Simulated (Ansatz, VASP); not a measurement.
## P: VASP beside Ansatz

Contents of INCAR:

```
ALGO = Normal
EDIFF = 1E-7
ENCUT = 520
GGA = PS
ISIF = 2
ISMEAR = 0
LASPH = True
LCHARG = True
LELF = True
LREAL = False
LVHAR = True
LWAVE = False
NBANDS = 18
NELM = 60
PREC = Accurate
SIGMA = 0.05
```

Contents of KPOINTS:

```
k-points
0
Gamma
  8 1 6
```

The input POSCAR:

```
P
1.0
    3.2843671017      0.0000000000      0.0000000000
    0.0000000000     34.8747470704      0.0000000000
    0.0000000000      0.0000000000      4.5256482805
P
4
Direct
    0.0000000000      0.9696876236      0.5826201292
    0.0000000000      0.0303123764      0.4173798708
    0.5000000000      0.0303123764      0.0826201292
    0.5000000000      0.9696876236      0.9173798708
```

Input for Ansatz:

```yaml
crystal:
  lattice:
    - [3.2843671017, 0.0, 0.0]
    - [0.0, 34.8747470704, 0.0]
    - [0.0, 0.0, 4.5256482805]
  atoms:
    - { symbol: P, position: [0.0, 0.9696876236, 0.5826201292] }
    - { symbol: P, position: [0.0, 0.0303123764, 0.4173798708] }
    - { symbol: P, position: [0.5, 0.0303123764, 0.0826201292] }
    - { symbol: P, position: [0.5, 0.9696876236, 0.9173798708] }
basis:
  ecutwfc: 420
kpoints:
  mp_grid: { grid: [8, 1, 6] }
hamiltonian:
  xc: pbesol
scf:
  occupations: { method: gaussian, width: 0.05 }
output:
  forces: true
  stress: true
  eigenvalues: true
```

Change from the starting cell: strain +0.0200 x Voigt [0, 0, 1, 0, 0, 0], atoms carried along.

Alike in both runs: task single point; functional PBEsol; k mesh 8 × 1 × 6; occupations gaussian, width 0.05 eV; no spin polarisation.

|  | VASP | Ansatz |
| --- | --- | --- |
| version | VASP 6.6.1 | Ansatz 0.2.0 |
| potentials or method | VASP PAW PBE potentials, release 64 (P), cutoff 520 eV | scalar-relativistic, plane waves, PAW |
| valence electrons in the cell | 20 | 20 |

VASP gave:

| Item | Value |
| --- | --- |
| gap on the k mesh at the Fermi level (eV) | 0.87 |
| least direct gap on the mesh (eV) | 0.87 |
| rms of the force components (eV/Å) | 0.175 |

Problem. Which values does Ansatz return?

Solution. gap on the k mesh at the Fermi level (eV): 0.85; least direct gap on the mesh (eV): 0.85; rms of the force components (eV/Å): 0.166.

VASP's potentials were made for PBE, not for PBEsol. Atom by atom the forces differ by 0.013 eV/Å (rms over components). With one functional, cell and mesh, what is left measures potentials, basis and numerics.
